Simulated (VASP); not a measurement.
# Al3Cu (P4/mmm) in VASP: further runs

The runs below take Al3Cu through single point, with r2SCAN.

Everything below comes from runs of VASP 6.6.1. Logs are shortened: lines on timing, memory, paths and dates and some standing lists are left out, and cuts for length are marked.

### Step 1. The cell of the first run

It takes space group P4/mmm (No. 123, tetragonal). The conventional cell has a = 2.785 Å, b = 2.785 Å, c = 7.440 Å, α = 90.00°, β = 90.00°, γ = 90.00°. Al (site symmetry 4/mmm) has 16 Al at 2.79 to 3.94 Å and 2 Cu at 3.72 Å within 4.0 Å. Within 3.4 Å of Al (site symmetry 4mm) lie 4 Cu at 2.58 Å and 9 Al at 2.79 to 3.32 Å. Within 3.4 Å of Cu (site symmetry 4/mmm) lie 8 Al at 2.58 Å and 4 Cu at 2.79 Å.

### Step 2. Single point, r2SCAN (uniaxial strain along c: -2.0 %, then relaxed in part)

Contents of POSCAR:

```
Al3Cu
1.0
    2.7851933135      0.0000000000      0.0000000000
    0.0000000000      2.7851933135      0.0000000000
    0.0000000000      0.0000000000      7.4400258510
Al Cu
3 1
Direct
    0.0000000000      0.0000000000      0.5000000000
    0.5000000000      0.5000000000      0.2234389941
    0.5000000000      0.5000000000      0.7765610059
    0.0000000000      0.0000000000      0.0000000000
```

Contents of INCAR.step1:

```
ALGO = Normal
EDIFF = 1E-4
ENCUT = 520
GGA = PE
ISMEAR = 0
LASPH = T
LCHARG = F
LREAL = F
LWAVE = T
NBANDS = 18
NELM = 80
PREC = Accurate
SIGMA = 0.1
```

Contents of INCAR.step2:

```
ALGO = Normal
EDIFF = 1E-7
ENCUT = 520
ISIF = 2
ISMEAR = 0
ISTART = 1
LASPH = T
LCHARG = F
LMIXTAU = T
LREAL = F
LWAVE = F
METAGGA = R2SCAN
NBANDS = 18
NELM = 80
PREC = Accurate
SIGMA = 0.1
```

Contents of KPOINTS:

```
k-points
0
Gamma
  18 18 8
```

Potentials or basis: VASP PAW PBE potentials, release 64 (Al, Cu).

The run is started by

```sh
$ cat potpaw_PBE.64/Al/POTCAR potpaw_PBE.64/Cu/POTCAR > POTCAR
$ cp INCAR.step1 INCAR
$ mpirun -np 1 vasp_std > vasp.out
$ cp INCAR.step2 INCAR
$ mpirun -np 1 vasp_std > vasp.out
```

OUTCAR:

```text
EDIFF = 1E-7
   ENCUT = 520
   ISIF = 2
   ISMEAR = 0
   ISTART = 1
   LASPH = T
   LREAL = F
   METAGGA = R2SCAN
   NELM = 80
   PREC = Accurate

 ion  position               nearest neighbor table
   1  0.000  0.000  0.500-   2 2.85   3 2.85   2 2.85   3 2.85   2 2.85   3 2.85   2 2.85   3 2.85

   2  0.500  0.500  0.223-   4 2.58   4 2.58   4 2.58   4 2.58   1 2.85   1 2.85   1 2.85   1 2.85
                             3 3.32
   3  0.500  0.500  0.777-   4 2.58   4 2.58   4 2.58   4 2.58   1 2.85   1 2.85   1 2.85   1 2.85
                             2 3.32
   4  0.000  0.000  0.000-   2 2.58   3 2.58   2 2.58   3 2.58   2 2.58   3 2.58   2 2.58   3 2.58

  LATTYP: Found a simple tetragonal cell.
 ALAT       =     2.7851933135
 C/A-ratio  =     2.6712780815

  Lattice vectors:

 A1 = (   2.7851933135,   0.0000000000,   0.0000000000)
 A2 = (   0.0000000000,   2.7851933135,   0.0000000000)
 A3 = (   0.0000000000,   0.0000000000,   7.4400258510)

Analysis of symmetry for initial positions (statically):
=====================================================================
 Subroutine PRICEL returns:
 Original cell was already a primitive cell.

 Routine SETGRP: Setting up the symmetry group for a
 simple tetragonal supercell.

 Subroutine GETGRP returns: Found 16 space group operations
 (whereof 16 operations were pure point group operations)
 out of a pool of 16 trial point group operations.

The static configuration has the point symmetry D_4h.

Analysis of symmetry for dynamics (positions and initial velocities):
=====================================================================
 Subroutine PRICEL returns:
 Original cell was already a primitive cell.

 Routine SETGRP: Setting up the symmetry group for a
 simple tetragonal supercell.

 Subroutine GETGRP returns: Found 16 space group operations
 (whereof 16 operations were pure point group operations)
 out of a pool of 16 trial point group operations.

The dynamic configuration has the point symmetry D_4h.

 Subroutine INISYM returns: Found 16 space group operations
 (whereof 16 operations are pure point group operations),
 and found     1 'primitive' translations

----------------------------------------------------------------------------------------

                                     Primitive cell

  volume of cell :      57.7145

  direct lattice vectors                    reciprocal lattice vectors
     2.785193314  0.000000000  0.000000000     0.359041505  0.000000000  0.000000000
     0.000000000  2.785193314  0.000000000     0.000000000  0.359041505  0.000000000
     0.000000000  0.000000000  7.440025851     0.000000000  0.000000000  0.134408135

  length of vectors
     2.785193314  2.785193314  7.440025851     0.359041505  0.359041505  0.134408135

  position of ions in fractional coordinates (direct lattice)
     0.000000000  0.000000000  0.500000000
     0.500000000  0.500000000  0.223438994
     0.500000000  0.500000000  0.776561006
     0.000000000  0.000000000  0.000000000

  ion indices of the primitive-cell ions
   primitive index   ion index
                 1           1
                 2           2
                 3           3
                 4           4

----------------------------------------------------------------------------------------

 KPOINTS: k-points

Automatic generation of k-mesh.
 Grid dimensions read from file:
 generate k-points for:   18   18    8

 Generating k-lattice:

  Cartesian coordinates                     Fractional coordinates (reciprocal lattice)
     0.019946750  0.000000000  0.000000000     0.055555556  0.000000000  0.000000000
     0.000000000  0.019946750  0.000000000     0.000000000  0.055555556  0.000000000
     0.000000000  0.000000000  0.016801017     0.000000000  0.000000000  0.125000000

  Length of vectors
     0.019946750  0.019946750  0.016801017

  Shift w.r.t. Gamma in fractional coordinates (k-lattice)
     0.000000000  0.000000000  0.000000000

 Subroutine IBZKPT returns following result:
 ===========================================

 Found    275 irreducible k-points:

 Following reciprocal coordinates:
            Coordinates               Weight
  0.000000  0.000000  0.000000      1.000000
  0.055556  0.000000  0.000000      4.000000
  0.111111  0.000000  0.000000      4.000000
  0.166667  0.000000  0.000000      4.000000
  0.222222  0.000000  0.000000      4.000000
  0.277778  0.000000  0.000000      4.000000
[... 16 lines left out ...]
  0.277778  0.111111  0.000000      8.000000
  0.333333  0.111111  0.000000      8.000000
 [... further k-points ...]
   k-points           NKPTS =    275   k-points in BZ     NKDIM =    275   number of bands    NBANDS=     18
   number of dos      NEDOS =    301   number of ions     NIONS =      4
   total plane-waves  NPLWV =  32256
   dimension x,y,z NGX =    24 NGY =   24 NGZ =   56
   dimension x,y,z NGXF=    48 NGYF=   48 NGZF=  112
   ions per type =               3   1
   NGX,Y,Z   is equivalent  to a cutoff of  14.33, 14.33, 12.51 a.u.
   NGXF,Y,Z  is equivalent  to a cutoff of  28.65, 28.65, 25.03 a.u.
 SYSTEM =  unknown system
   PREC   = accura    normal or accurate (medium, high low for compatibility)
   ISTART =      1    job   : 0-new  1-cont  2-samecut
   ICHARG =      0    charge: 1-file 2-atom 10-const
   ISPIN  =      1    spin polarized calculation?
   LNONCOLLINEAR =      F non collinear calculations
   LSORBIT =      F    spin-orbit coupling
   LASPH  =      T    aspherical Exc in radial PAW
   ENCUT  =  520.0 eV  38.22 Ry    6.18 a.u.   5.18  5.18 13.83*2*pi/ulx,y,z
   NELM   =     80;   NELMIN=  2; NELMDL=  0     # of ELM steps
   EDIFF  = 0.1E-06   stopping-criterion for ELM
   LREAL  =      F    real-space projection
   EDIFFG = 0.1E-05   stopping-criterion for IOM
   NSW    =      0    number of steps for IOM
   IBRION =     -1    ionic relax: 0-MD 1-quasi-New 2-CG
   NFREE  =      0    steps in history (QN), initial steepest desc. (CG)
   ISIF   =      2    stress and relaxation
   ISYM   =      2    0-nonsym 1-usesym 2-fastsym
   POTIM  = 0.5000    time-step for ionic-motion
   TEBEG  =    0.0;   TEEND  =   0.0 temperature during run
   PSTRESS=    0.0 pullay stress
   NELECT =      20.0000    total number of electrons
   NUPDOWN=      -1.0000    fix difference up-down
   EMIN   =  10.00;   EMAX   =-10.00  energy-range for DOS
   EFERMI =   0.00;   METHOD = LEGACY
   ISMEAR =     0;   SIGMA  =   0.10  broadening in eV -4-tet -1-fermi 0-gaus
   EFERMI_NEDOS =   21; number of points for ismear=-14 and -15
   IALGO  =     38    algorithm
   IMIX   =      4    mixing-type and parameters
     AMIX     =   0.40;   BMIX     =  1.00
     AMIX_MAG =   1.60;   BMIX_MAG =  1.00
  volume/ion in A,a.u.               =      14.43        97.37
  Fermi-wavevector in a.u.,A,eV,Ry     =   1.149890  2.172978 17.990276  1.322248
  Thomas-Fermi vector in A             =   2.286557
   LORBIT       =      0    0 simple, 1 ext, 2 COOP (PROOUT), +10 PAW based schemes
   METAGGA = R2SCAN    functional components
   LHFCALC =     F    Hartree Fock is set to
   AEXX    =    0.0000 exact exchange contribution
   IVDW    =     0    specifies the selected vdW correction
   LEPSILON=     F    determine dielectric tensor
   LRPA    =     F    only Hartree local field effects (RPA)
 non-spin polarized calculation
 Gauss-broadening in eV      SIGMA  =   0.10
  energy-cutoff  :      520.00
  volume of cell :       57.71
 maximum number of plane-waves:      1584
 NGX is ok and might be reduce to    24
   NGX = 11   NGY = 11   NGZ = 27

 number of electron      20.0000018 magnetization

 Free energy of the ion-electron system (eV)
  ---------------------------------------------------
  ext. energy  EPLUGINS =         0.00000000
  ---------------------------------------------------
  free energy    TOTEN  =       -31.41625745 eV

  energy without entropy =      -31.41028470  energy(sigma->0) =      -31.41327108

 E-fermi :   8.6247     XC(G=0): -11.7494

 val. band max:        8.6238768961   @ k =   0.2778   0.0556   0.0000
 cond. band min:       8.6254501905   @ k =   0.5000   0.4444   0.0000
 fundamental gap:      0.0015732945
 Fermi energy:         8.6247467040

 k-point     1 :       0.0000    0.0000    0.0000
  band No.  band energies     occupation
      1      -3.3628      2.00000
      2      -0.7090      2.00000
      3      -0.3681      2.00000
      4       3.8824      2.00000
      5       4.0046      2.00000
      6       4.8074      2.00000
[... 10 lines left out ...]
     17      18.2758      0.00000
     18      18.2758      0.00000

 k-point     2 :       0.0556    0.0000    0.0000
  band No.  band energies     occupation
      1      -3.2998      2.00000
      2      -0.6519      2.00000
      3      -0.3051      2.00000
      4       3.8934      2.00000
      5       4.0209      2.00000
      6       4.7682      2.00000
[... 10 lines left out ...]
     17      18.3449      0.00000
     18      18.6244      0.00000

 k-point     3 :       0.1111    0.0000    0.0000
  band No.  band energies     occupation
      1      -3.1111      2.00000
      2      -0.4814      2.00000
      3      -0.1168      2.00000
      4       3.9235      2.00000
      5       4.0678      2.00000
      6       4.6662      2.00000
[... 10 lines left out ...]
     17      18.5513      0.00000
     18      19.0403      0.00000

 k-point     4 :       0.1667    0.0000    0.0000
  band No.  band energies     occupation
      1      -2.7977      2.00000
      2      -0.1998      2.00000
      3       0.1951      2.00000
      4       3.9652      2.00000
      5       4.1378      2.00000
      6       4.5321      2.00000
[... 375 lines left out ...]
      4       4.0789      2.00000
      5       4.2550      2.00000
      6       4.4223      2.00000
[... 10 lines left out ...]
     17      19.0136      0.00000
     18      20.2476      0.00000

 k-point    23 :       0.2778    0.1111    0.0000
  band No.  band energies     occupation
      1      -1.5584      2.00000
      2       0.8868      2.00000
      3       1.4092      2.00000
      4       4.1021      2.00000
      5       4.2897      2.00000
      6       4.3066      2.00000
[... 10 lines left out ...]
     17      17.6262      0.00000
     18      19.1158      0.00000

 k-point    24 :       0.3333    0.1111    0.0000
  band No.  band energies     occupation
      1      -0.8875      2.00000
      2       1.4424      2.00000
      3       2.0453      2.00000
      4       3.9915      2.00000
      5       4.1705      2.00000
      6       4.3403      2.00000
[... 10 lines left out ...]
     17      17.0770      0.00000
     18      18.4549      0.00000

 [... further k-points ...]

------------------------ aborting loop because EDIFF is reached ----------------------------------------

  FORCE on cell =-STRESS in cart. coord.  units (eV):
  Direction    XX          YY          ZZ          XY          YZ          ZX
  --------------------------------------------------------------------------------------
  -------------------------------------------------------------------------------------
  Total       -0.0754142     -0.0754142      1.2388522      0.0000000     -0.0000000      0.0000000
  in kB       -2.0935279     -2.0935279     34.3910117      0.0000000     -0.0000000      0.0000000
  external PRESSURE =      10.0679853 kB  Pullay stress =       0.0000000 kB

 VOLUME and BASIS-vectors are now :
 -----------------------------------------------------------------------------
  energy-cutoff  :      520.00
  volume of cell :       57.71
      direct lattice vectors                 reciprocal lattice vectors
     2.785193314  0.000000000  0.000000000     0.359041505  0.000000000  0.000000000
     0.000000000  2.785193314  0.000000000     0.000000000  0.359041505  0.000000000
     0.000000000  0.000000000  7.440025851     0.000000000  0.000000000  0.134408135

 POSITION                                       TOTAL-FORCE (eV/Angst)
 -----------------------------------------------------------------------------------
      0.00000      0.00000      3.72001        -0.000000      0.000000      0.000000
      1.39260      1.39260      1.66239        -0.000000     -0.000000      0.013588
      1.39260      1.39260      5.77763         0.000000      0.000000     -0.013588
      0.00000      0.00000      0.00000        -0.000000      0.000000      0.000000
 -----------------------------------------------------------------------------------
    total drift:                                0.000000      0.000000     -0.000000

  FREE ENERGIE OF THE ION-ELECTRON SYSTEM (eV)
  ---------------------------------------------------
  free  energy   TOTEN  =       -31.4162574501 eV

  energy  without entropy=      -31.4102847002  energy(sigma->0) =      -31.41327108
```

Run time: 20 min. Hardware: 1 thread of Oxide Virtual Turin-like, shared host; peak memory 0.35 GiB.

What came out:

| Property | Result |
| --- | --- |
| Free energy | -31.4163 eV |
| Pressure | 1.0 GPa |
| Largest force | 0.014 eV/Å |
| Band gap on the k mesh | zero (bands 10 and 11 overlap by 6.94 eV) |

Forces on the atoms (eV/Å):
```
Al   0.000  0.000  0.000
Al   0.000  0.000  0.014
Al   0.000  0.000 -0.014
Cu   0.000  0.000  0.000
```

Stress tensor (GPa, compression positive):
```
-0.21  0.00  0.00
 0.00 -0.21  0.00
 0.00  0.00  3.44
```

Caveat: the cell differs from its parent crystal (uniaxial strain along c: -2.0 %, then relaxed in part); the PAW data sets were made with another functional, which shifts forces and pressure a little.

### Step 3. Single point, r2SCAN (uniaxial strain along c: -2.0 %)

Contents of POSCAR:

```
Al3Cu
1.0
    2.7876497681      0.0000000000      0.0000000000
    0.0000000000      2.7876497681      0.0000000000
    0.0000000000      0.0000000000      7.4400258510
Al Cu
3 1
Direct
    0.0000000000      0.0000000000      0.5000000000
    0.5000000000      0.5000000000      0.2233745414
    0.5000000000      0.5000000000      0.7766254586
    0.0000000000      0.0000000000      0.0000000000
```

Contents of INCAR.step1:

```
PREC = Accurate ; ENCUT = 520
ISMEAR = 0 ; SIGMA = 0.1
LREAL = F ; LASPH = T
NELM = 80 ; NBANDS = 18
GGA = PE ; ALGO = Normal
EDIFF = 1E-4 ; LWAVE = T
LCHARG = F
```

Contents of INCAR.step2:

```
PREC = Accurate ; ENCUT = 520
EDIFF = 1E-6 ; ISMEAR = 0
SIGMA = 0.1 ; LREAL = F
LASPH = T ; NELM = 80
ALGO = Normal ; ISIF = 2
LWAVE = F ; LCHARG = T
METAGGA = R2SCAN ; LMIXTAU = T
LELF = T ; LVHAR = T
NBANDS = 18 ; ISTART = 1
```

Contents of KPOINTS:

```
regular mesh
0
Gamma
  18 18 8
```

Potentials or basis: VASP PAW PBE potentials, release 64 (Al, Cu).

The run is started by

```sh
$ cat potpaw_PBE.64/Al/POTCAR potpaw_PBE.64/Cu/POTCAR > POTCAR
$ cp INCAR.step1 INCAR
$ mpirun -np 1 vasp_std > vasp.out
$ cp INCAR.step2 INCAR
$ mpirun -np 1 vasp_std > vasp.out
```

Run time: 17 min. Hardware: 1 thread of Oxide Virtual Turin-like, shared host; peak memory 0.35 GiB.

Results (log left out):

| Property | Result |
| --- | --- |
| Free energy | -31.4160 eV |
| Pressure | 0.8 GPa |
| Largest force | 0.013 eV/Å |
| Band gap on the k mesh | zero (bands 10 and 11 overlap by 6.96 eV) |

Forces in eV/Å, atoms in the order of the input:
```
Al   0.000  0.000  0.000
Al   0.000  0.000  0.013
Al   0.000  0.000 -0.013
Cu   0.000  0.000  0.000
```

Stress tensor (GPa, compression positive):
```
-0.43  0.00  0.00
 0.00 -0.43  0.00
 0.00  0.00  3.32
```

Levels at points of the mesh, in eV from the Fermi level:
```csv
k point,band 8,band 9,band 10,band 11,band 12,band 13
"(0.00, 0.00, 0.00)",-3.43,-1.65,0.94,6.48,6.88,6.88
"(0.50, 0.00, 0.00)",-3.81,-3.71,-2.41,-1.97,3.04,4.32
"(0.50, 0.50, 0.00)",-0.64,-0.47,0.09,0.09,0.48,0.48
"(0.00, 0.00, 0.50)",-3.64,-3.43,4.89,6.41,6.48,7.49
"(0.50, 0.00, 0.50)",-3.71,-2.81,-1.03,-0.86,0.16,1.11
"(0.50, 0.50, 0.50)",-1.90,-1.90,-0.68,-0.66,0.50,1.86
```

Caveat: the cell differs from its parent crystal (uniaxial strain along c: -2.0 %); the PAW data sets were made with another functional, which shifts forces and pressure a little.
